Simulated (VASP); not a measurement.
# AgI (I-4m2) in VASP: further runs

AgI is run at these levels: PBE; tasks: single point.

All numbers are computed with VASP 6.6.1; they aren't measurements. Logs are shortened: lines on timing, memory, paths and dates and some standing lists are left out, and cuts for length are marked.

**1. The cell of the first run**

The typed cell holds 2 atoms: a = 4.592 Å, b = 4.592 Å, c = 4.592 Å, α = 120.04°, β = 120.04°, γ = 89.93°.

**2. Single point, PBE (volume changed by -6%)**

The input, INCAR:

```
SYSTEM = AgI
PREC     = Accurate       ! precision mode
ENCUT    = 500            ! plane-wave cutoff, eV
EDIFF    = 1E-6           ! SCF threshold, eV
ISMEAR   = 0              ! smearing method
SIGMA    = 0.01           ! smearing width, eV
LREAL    = .FALSE.        ! projectors in reciprocal space
LASPH    = .TRUE.         ! aspherical terms in the spheres
NELM     = 120            ! most SCF steps
ALGO     = Normal         ! electronic algorithm
ISIF     = 2              ! what is computed and relaxed
LWAVE    = .FALSE.        ! write WAVECAR
LCHARG   = .FALSE.        ! write CHGCAR
GGA      = PE             ! functional
NBANDS   = 16             ! bands
GGA_COMPAT= .FALSE.
```

The input, KPOINTS:

```
regular mesh
0
G
  6 6 6
  0 0 0
```

The input, POSCAR:

```
AgI
1.0
   -2.2946258869      2.2946258869      3.2492205165
    2.2946258869     -2.2946258869      3.2492205165
    2.2946258869      2.2946258869     -3.2492205165
Ag I
1 1
Direct
    0.2500000000      0.7500000000      0.5000000000
    0.0000000000      0.0000000000      0.0000000000
```

Potentials or basis: VASP PAW PBE potentials, release 64 (Ag, I).

Launch:

```
$ cat potpaw_PBE.64/Ag/POTCAR potpaw_PBE.64/I/POTCAR > POTCAR
$ mpirun -np 1 vasp_std > vasp.out
```

OUTCAR:

```text
SYSTEM = AgI
   PREC = Accurate
   ENCUT = 500
   EDIFF = 1E-6
   ISMEAR = 0
   LREAL = .FALSE.
   LASPH = .TRUE.
   NELM = 120
   ISIF = 2
   GGA = PE

 ion  position               nearest neighbor table
   1  0.250  0.750  0.500-   2 2.81   2 2.81   2 2.81   2 2.81
   2  0.000  0.000  0.000-   1 2.81   1 2.81   1 2.81   1 2.81

  LATTYP: Found a body centered tetragonal cell.
 ALAT       =     4.5892517738
 C/A-ratio  =     1.4160131876

  Lattice vectors:

 A1 = (  -2.2946258869,   2.2946258869,   3.2492205165)
 A2 = (   2.2946258869,  -2.2946258869,   3.2492205165)
 A3 = (   2.2946258869,   2.2946258869,  -3.2492205165)

Analysis of symmetry for initial positions (statically):
=====================================================================
 Subroutine PRICEL returns:
 Original cell was already a primitive cell.

 Routine SETGRP: Setting up the symmetry group for a
 body centered tetragonal supercell.

 Subroutine GETGRP returns: Found  8 space group operations
 (whereof  8 operations were pure point group operations)
 out of a pool of 16 trial point group operations.

The static configuration has the point symmetry D_2d.

Analysis of symmetry for dynamics (positions and initial velocities):
=====================================================================
 Subroutine PRICEL returns:
 Original cell was already a primitive cell.

 Routine SETGRP: Setting up the symmetry group for a
 body centered tetragonal supercell.

 Subroutine GETGRP returns: Found  8 space group operations
 (whereof  8 operations were pure point group operations)
 out of a pool of 16 trial point group operations.

The dynamic configuration has the point symmetry D_2d.

 Subroutine INISYM returns: Found  8 space group operations
 (whereof  8 operations are pure point group operations),
 and found     1 'primitive' translations

----------------------------------------------------------------------------------------

                                     Primitive cell

  volume of cell :      68.4326

  direct lattice vectors                    reciprocal lattice vectors
    -2.294625887  2.294625887  3.249220516     0.000000000  0.217900444  0.153883061
     2.294625887 -2.294625887  3.249220516     0.217900444  0.000000000  0.153883061
     2.294625887  2.294625887 -3.249220516     0.217900444  0.217900444  0.000000000

  length of vectors
     4.592172676  4.592172676  4.592172676     0.266759442  0.266759442  0.308157763

  position of ions in fractional coordinates (direct lattice)
     0.250000000  0.750000000  0.500000000
     0.000000000  0.000000000  0.000000000

  ion indices of the primitive-cell ions
   primitive index   ion index
                 1           1
                 2           2

----------------------------------------------------------------------------------------

 KPOINTS: regular mesh

Automatic generation of k-mesh.
 Grid dimensions read from file:
 generate k-points for:    6    6    6

 Generating k-lattice:

  Cartesian coordinates                     Fractional coordinates (reciprocal lattice)
     0.000000000  0.036316741  0.025647177     0.166666667  0.000000000  0.000000000
     0.036316741  0.000000000  0.025647177     0.000000000  0.166666667  0.000000000
     0.036316741  0.036316741  0.000000000     0.000000000  0.000000000  0.166666667

  Length of vectors
     0.044459907  0.044459907  0.051359627

  Shift w.r.t. Gamma in fractional coordinates (k-lattice)
     0.000000000  0.000000000  0.000000000

 Subroutine IBZKPT returns following result:
 ===========================================

 Found     30 irreducible k-points:

 Following reciprocal coordinates:
            Coordinates               Weight
  0.000000  0.000000  0.000000      1.000000
  0.166667  0.000000 -0.000000      8.000000
  0.333333  0.000000  0.000000      8.000000
  0.500000  0.000000  0.000000      4.000000
  0.166667  0.166667  0.000000      8.000000
  0.333333  0.166667 -0.000000     16.000000
[... 16 lines left out ...]
 -0.333333 -0.333333  0.166667      8.000000
 -0.166667 -0.333333  0.166667      8.000000
 [... further k-points ...]
   k-points           NKPTS =     30   k-points in BZ     NKDIM =     30   number of bands    NBANDS=     16
   number of dos      NEDOS =    301   number of ions     NIONS =      2
   total plane-waves  NPLWV =  46656
   dimension x,y,z NGX =    36 NGY =   36 NGZ =   36
   dimension x,y,z NGXF=    72 NGYF=   72 NGZF=   72
   ions per type =               1   1
   NGX,Y,Z   is equivalent  to a cutoff of  13.03, 13.03, 13.03 a.u.
   NGXF,Y,Z  is equivalent  to a cutoff of  26.07, 26.07, 26.07 a.u.
 SYSTEM =  AgI
   PREC   = accura    normal or accurate (medium, high low for compatibility)
   ISTART =      0    job   : 0-new  1-cont  2-samecut
   ICHARG =      2    charge: 1-file 2-atom 10-const
   ISPIN  =      1    spin polarized calculation?
   LNONCOLLINEAR =      F non collinear calculations
   LSORBIT =      F    spin-orbit coupling
   LASPH  =      T    aspherical Exc in radial PAW
   ENCUT  =  500.0 eV  36.75 Ry    6.06 a.u.   8.37  8.37  8.37*2*pi/ulx,y,z
   NELM   =    120;   NELMIN=  2; NELMDL= -5     # of ELM steps
   EDIFF  = 0.1E-05   stopping-criterion for ELM
   LREAL  =      F    real-space projection
   EDIFFG = 0.1E-04   stopping-criterion for IOM
   NSW    =      0    number of steps for IOM
   IBRION =     -1    ionic relax: 0-MD 1-quasi-New 2-CG
   NFREE  =      0    steps in history (QN), initial steepest desc. (CG)
   ISIF   =      2    stress and relaxation
   ISYM   =      2    0-nonsym 1-usesym 2-fastsym
   POTIM  = 0.5000    time-step for ionic-motion
   TEBEG  =    0.0;   TEEND  =   0.0 temperature during run
   PSTRESS=    0.0 pullay stress
   NELECT =      18.0000    total number of electrons
   NUPDOWN=      -1.0000    fix difference up-down
   EMIN   =  10.00;   EMAX   =-10.00  energy-range for DOS
   EFERMI =   0.00;   METHOD = LEGACY
   ISMEAR =     0;   SIGMA  =   0.01  broadening in eV -4-tet -1-fermi 0-gaus
   EFERMI_NEDOS =   21; number of points for ismear=-14 and -15
   IALGO  =     38    algorithm
   IMIX   =      4    mixing-type and parameters
     AMIX     =   0.40;   BMIX     =  1.00
     AMIX_MAG =   1.60;   BMIX_MAG =  1.00
  volume/ion in A,a.u.               =      34.22       230.90
[... 32 lines left out ...]
 Fermi energy:         3.1913703464

 k-point     1 :       0.0000    0.0000    0.0000
  band No.  band energies     occupation
      1      -9.6674      2.00000
      2      -1.0825      2.00000
      3      -1.0818      2.00000
      4      -1.0818      2.00000
      5       0.0651      2.00000
      6       0.0661      2.00000
[... 8 lines left out ...]
     15      13.1728      0.00000
     16      13.1875      0.00000

 k-point     2 :       0.1667    0.0000   -0.0000
  band No.  band energies     occupation
      1      -9.5977      2.00000
      2      -1.1161      2.00000
      3      -1.0365      2.00000
      4      -1.0357      2.00000
      5       0.0602      2.00000
      6       0.0610      2.00000
[... 8 lines left out ...]
     15      12.4368      0.00000
     16      12.8183      0.00000

 k-point     3 :       0.3333    0.0000    0.0000
  band No.  band energies     occupation
      1      -9.4522      2.00000
      2      -1.1009      2.00000
      3      -0.9498      2.00000
      4      -0.9483      2.00000
      5       0.0731      2.00000
      6       0.0734      2.00000
[... 8 lines left out ...]
     15      12.7668      0.00000
     16      12.7671      0.00000

 k-point     4 :       0.5000    0.0000    0.0000
  band No.  band energies     occupation
      1      -9.3761      2.00000
      2      -0.9988      2.00000
      3      -0.9108      2.00000
      4      -0.9089      2.00000
      5       0.0955      2.00000
      6       0.0957      2.00000
[... 8 lines left out ...]
     15      13.9916      0.00000
     16      13.9983      0.00000

 k-point     5 :       0.1667    0.1667    0.0000
  band No.  band energies     occupation
      1      -9.5023      2.00000
      2      -1.1274      2.00000
      3      -0.9806      2.00000
      4      -0.9625      2.00000
      5       0.0333      2.00000
      6       0.0889      2.00000
[... 8 lines left out ...]
     15      12.9505      0.00000
     16      14.0995      0.00000

 k-point     6 :       0.3333    0.1667   -0.0000
  band No.  band energies     occupation
      1      -9.3783      2.00000
      2      -0.9881      2.00000
      3      -0.9281      2.00000
      4      -0.8848      2.00000
      5       0.0525      2.00000
      6       0.0918      2.00000
[... 8 lines left out ...]
     15      13.3048      0.00000
     16      14.2300      0.00000

 k-point     7 :       0.5000    0.1667    0.0000
  band No.  band energies     occupation
      1      -9.3529      2.00000
      2      -1.0442      2.00000
      3      -0.8412      2.00000
      4      -0.8332      2.00000
      5       0.0813      2.00000
      6       0.1018      2.00000
[... 8 lines left out ...]
     15      13.9421      0.00000
     16      14.0585      0.00000

 k-point     8 :      -0.3333    0.1667    0.0000
  band No.  band energies     occupation
      1      -9.4538      2.00000
      2      -1.1938      2.00000
      3      -0.9024      2.00000
      4      -0.8924      2.00000
      5       0.0253      2.00000
      6       0.1044      2.00000
[... 8 lines left out ...]
     15      13.4512      0.00000
     16      13.9826      0.00000

 k-point     9 :      -0.1667    0.1667    0.0000
  band No.  band energies     occupation
      1      -9.5744      2.00000
      2      -1.1742      2.00000
      3      -0.9942      2.00000
      4      -0.9926      2.00000
      5       0.0275      2.00000
      6       0.0869      2.00000
[... 8 lines left out ...]
     15      13.3109      0.00000
     16      13.8040      0.00000
[... 172 lines left out ...]
 k-point    19 :      -0.1667    0.3333    0.1667
  band No.  band energies     occupation
      1      -9.3783      2.00000
      2      -0.9882      2.00000
      3      -0.9299      2.00000
      4      -0.8835      2.00000
      5       0.0526      2.00000
      6       0.0927      2.00000
[... 8 lines left out ...]
     15      13.3062      0.00000
     16      14.2297      0.00000

 k-point    20 :       0.5000    0.5000    0.1667
  band No.  band energies     occupation
      1      -9.2795      2.00000
      2      -1.1557      2.00000
      3      -0.6944      2.00000
      4      -0.5791      2.00000
      5       0.0579      2.00000
      6       0.3175      2.00000
[... 8 lines left out ...]
     15      14.6093      0.00000
     16      14.8613      0.00000

 k-point    21 :      -0.3333    0.5000    0.1667
  band No.  band energies     occupation
      1      -9.3041      2.00000
      2      -0.9942      2.00000
      3      -0.8641      2.00000
      4      -0.6247      2.00000
      5       0.0021      2.00000
      6       0.1439      2.00000
[... 8 lines left out ...]
     15      14.0731      0.00000
     16      14.7300      0.00000

 k-point    22 :      -0.1667    0.5000    0.1667
  band No.  band energies     occupation
      1      -9.3531      2.00000
      2      -1.0453      2.00000
      3      -0.8396      2.00000
      4      -0.8326      2.00000
      5       0.0805      2.00000
      6       0.1017      2.00000
[... 8 lines left out ...]
     15      13.9361      0.00000
     16      14.0563      0.00000

 k-point    23 :      -0.3333   -0.3333    0.1667
  band No.  band energies     occupation
      1      -9.3551      2.00000
      2      -1.1384      2.00000
      3      -0.8488      2.00000
      4      -0.7418      2.00000
      5       0.0553      2.00000
      6       0.1026      2.00000
[... 8 lines left out ...]
     15      14.2589      0.00000
     16      14.7553      0.00000

 k-point    24 :      -0.1667   -0.3333    0.1667
  band No.  band energies     occupation
      1      -9.4541      2.00000
      2      -1.1942      2.00000
      3      -0.9017      2.00000
      4      -0.8915      2.00000
      5       0.0246      2.00000
      6       0.1047      2.00000
[... 8 lines left out ...]
     15      13.4536      0.00000
     16      13.9812      0.00000

 [... further k-points ...]
[... 5 lines left out ...]
  --------------------------------------------------------------------------------------
  -------------------------------------------------------------------------------------
  Total        0.7935863      0.7935863      0.7911494      0.0000000      0.0000000      0.0000000
  in kB       18.5798324     18.5798324     18.5227793      0.0000000      0.0000000      0.0000000
  external PRESSURE =      18.5608147 kB  Pullay stress =       0.0000000 kB

 VOLUME and BASIS-vectors are now :
 -----------------------------------------------------------------------------
  energy-cutoff  :      500.00
  volume of cell :       68.43
      direct lattice vectors                 reciprocal lattice vectors
    -2.294625887  2.294625887  3.249220516     0.000000000  0.217900444  0.153883061
     2.294625887 -2.294625887  3.249220516     0.217900444  0.000000000  0.153883061
     2.294625887  2.294625887 -3.249220516     0.217900444  0.217900444  0.000000000

 POSITION                                       TOTAL-FORCE (eV/Angst)
 -----------------------------------------------------------------------------------
      2.29463      0.00000      1.62461        -0.000000      0.000000      0.000000
      0.00000      0.00000      0.00000         0.000000     -0.000000     -0.000000
 -----------------------------------------------------------------------------------
    total drift:                                0.000000     -0.000000      0.000000

  FREE ENERGIE OF THE ION-ELECTRON SYSTEM (eV)
  ---------------------------------------------------
  free  energy   TOTEN  =        -4.7679542502 eV

  energy  without entropy=       -4.7679542502  energy(sigma->0) =       -4.76795425
```

It took 12 s on 1 thread of Intel Xeon 6975P-C (Granite Rapids), shared host; peak memory 0.21 GiB.

Results:

- Free energy: -4.7680 eV
- Pressure: 1.9 GPa
- Band gap on the k mesh: 1.34 eV, direct

Caveat: the cell differs from its parent crystal (volume changed by -6%); spin-orbit coupling is left out, which moves the levels of the heavy elements.

**3. Single point, PBE (volume changed by -3%)**

The input, INCAR:

```
PREC = Accurate
ENCUT = 500
EDIFF = 1E-6
ISMEAR = 0
SIGMA = 0.01
LREAL = False
LASPH = True
NELM = 120
ALGO = Normal
ISIF = 2
LWAVE = False
LCHARG = False
GGA = PE
NBANDS = 16
GGA_COMPAT = False
```

The input, KPOINTS:

```
regular mesh
0
Gamma
  6 6 6
```

The input, POSCAR:

```
AgI
1.0
   -2.3187816188      2.3187816188      3.2834253513
    2.3187816188     -2.3187816188      3.2834253513
    2.3187816188      2.3187816188     -3.2834253513
Ag I
1 1
Direct
    0.2500000000      0.7500000000      0.5000000000
    0.0000000000      0.0000000000      0.0000000000
```

Potentials or basis: VASP PAW PBE potentials, release 64 (Ag, I).

Launch:

```
$ cat potpaw_PBE.64/Ag/POTCAR potpaw_PBE.64/I/POTCAR > POTCAR
$ mpirun -np 1 vasp_std > vasp.out
```

Run time: 12 s. Hardware: 1 thread of Intel Xeon 6975P-C (Granite Rapids), shared host; peak memory 0.21 GiB.

The run converged. Its results:

- Free energy: -4.7860 eV
- Pressure: 0.8 GPa
- Band gap on the k mesh: 1.34 eV, direct

Levels at points of the mesh, in eV from the valence-band top:
```csv
k point,band 7,band 8,band 9,band 10,band 11,band 12
"(0.00, 0.00, 0.00)",0.00,0.00,0.00,1.34,5.80,5.80
"(0.50, 0.00, 0.00)",-2.81,-0.68,-0.68,2.78,6.27,6.27
"(0.50, 0.50, 0.00)",-2.49,-1.69,-1.68,3.70,3.85,8.40
"(0.50, 0.50, 0.50)",-2.49,-1.68,-1.68,3.70,3.86,8.39
```

Caveat: the cell differs from its parent crystal (volume changed by -3%); spin-orbit coupling is left out, which moves the levels of the heavy elements.

**4. Single point, PBE**

This run uses another cell than the first one, of 36.40 Å³/atom, 1.064 times its volume.

The input, INCAR:

```
ALGO = Normal
EDIFF = 1E-6
ENCUT = 500
GGA = PE
GGA_COMPAT = F
ISIF = 2
ISMEAR = 0
LASPH = T
LCHARG = F
LREAL = F
LWAVE = F
NBANDS = 16
NELM = 120
PREC = Accurate
SIGMA = 0.01
```

The input, KPOINTS:

```
k-points
0
Gamma
  6 6 6
```

The input, POSCAR:

```
AgI
1.0
   -2.3424442900      2.3424442900      3.3169320058
    2.3424442900     -2.3424442900      3.3169320058
    2.3424442900      2.3424442900     -3.3169320058
Ag I
1 1
Direct
    0.2500000000      0.7500000000      0.5000000000
    0.0000000000      0.0000000000      0.0000000000
```

Launch:

```
$ cat potpaw_PBE.64/Ag/POTCAR potpaw_PBE.64/I/POTCAR > POTCAR
$ mpirun -np 1 vasp_std > vasp.out
```

It took 12 s on 1 thread of Intel Xeon 6975P-C (Granite Rapids), shared host; peak memory 0.21 GiB.

The run converged. Its results:

| Quantity | Value |
| --- | --- |
| Free energy | -4.7913 eV |
| Pressure | 0.0 GPa |
| Band gap on the k mesh | 1.34 eV, direct |

Levels at points of the mesh, in eV from the valence-band top:
```
           k point  band 7  band 8  band 9  band 10  band 11  band 12
(0.00, 0.00, 0.00)    0.00    0.00    0.00     1.34     5.85     5.85
(0.50, 0.00, 0.00)   -2.70   -0.64   -0.64     2.79     6.30     6.31
(0.50, 0.50, 0.00)   -2.38   -1.59   -1.59     3.78     3.86     8.31
(0.50, 0.50, 0.50)   -2.39   -1.59   -1.59     3.79     3.86     8.30
```

Caveat: spin-orbit coupling is left out, which moves the levels of the heavy elements. A hybrid or GW would open this gap; PBE tends to underestimate it.

**5. Single point, PBE (volume changed by +3%)**

The input, INCAR:

```
PREC = Accurate
ENCUT = 500
EDIFF = 1E-6
ISMEAR = 0
SIGMA = 0.01
LREAL = False
LASPH = True
NELM = 120
ALGO = Normal
ISIF = 2
LWAVE = False
LCHARG = False
GGA = PE
NBANDS = 16
GGA_COMPAT = False
```

The input, KPOINTS:

```
regular mesh
0
Gamma
  6 6 6
```

The input, POSCAR:

```
AgI
1.0
   -2.3656383162      2.3656383162      3.3497750527
    2.3656383162     -2.3656383162      3.3497750527
    2.3656383162      2.3656383162     -3.3497750527
Ag I
1 1
Direct
    0.2500000000      0.7500000000      0.5000000000
    0.0000000000      0.0000000000      0.0000000000
```

Launch:

```
$ cat potpaw_PBE.64/Ag/POTCAR potpaw_PBE.64/I/POTCAR > POTCAR
$ mpirun -np 1 vasp_std > vasp.out
```

It took 12 s on 1 thread of Intel Xeon 6975P-C (Granite Rapids), shared host; peak memory 0.21 GiB.

Results (log left out):

| Item | Value |
| --- | --- |
| Free energy | -4.7859 eV |
| Pressure | -0.7 GPa |
| Band gap on the k mesh | 1.35 eV, direct |

Levels at points of the mesh, in eV from the valence-band top:
```csv
k point,band 7,band 8,band 9,band 10,band 11,band 12
"(0.00, 0.00, 0.00)",0.00,0.00,0.00,1.35,5.90,5.90
"(0.50, 0.00, 0.00)",-2.60,-0.60,-0.60,2.80,6.34,6.34
"(0.50, 0.50, 0.00)",-2.29,-1.51,-1.50,3.86,3.86,8.23
"(0.50, 0.50, 0.50)",-2.29,-1.50,-1.50,3.86,3.86,8.22
```

Caveat: the cell differs from its parent crystal (volume changed by +3%); spin-orbit coupling is left out, which moves the levels of the heavy elements.

**6. Summary**

| cell | gap on the mesh (eV) | pressure (GPa) |
| --- | --- | --- |
| a = 4.592 Å, angles 120.0, 120.0, 89.9°, 2 atoms | 1.34 | 1.9 |
| a = 4.641 Å, angles 120.0, 120.0, 89.9°, 2 atoms | 1.34 | 0.8 |
| a = 4.688 Å, angles 120.0, 120.0, 89.9°, 2 atoms | 1.34 | 0.0 |
| a = 4.734 Å, angles 120.0, 120.0, 89.9°, 2 atoms | 1.35 | -0.7 |

Alike in all rows: task single point; level PBE; potentials or basis VASP PAW PBE potentials, release 64 (Ag, I); no spin polarisation; k mesh 6 × 6 × 6; cutoff (eV) 500; smearing gaussian 0.01 eV.

Caveats: spin-orbit coupling is left out, which moves the levels of the heavy elements.

Total energies depend on the potentials used, so only differences within one code and one set of settings carry meaning.
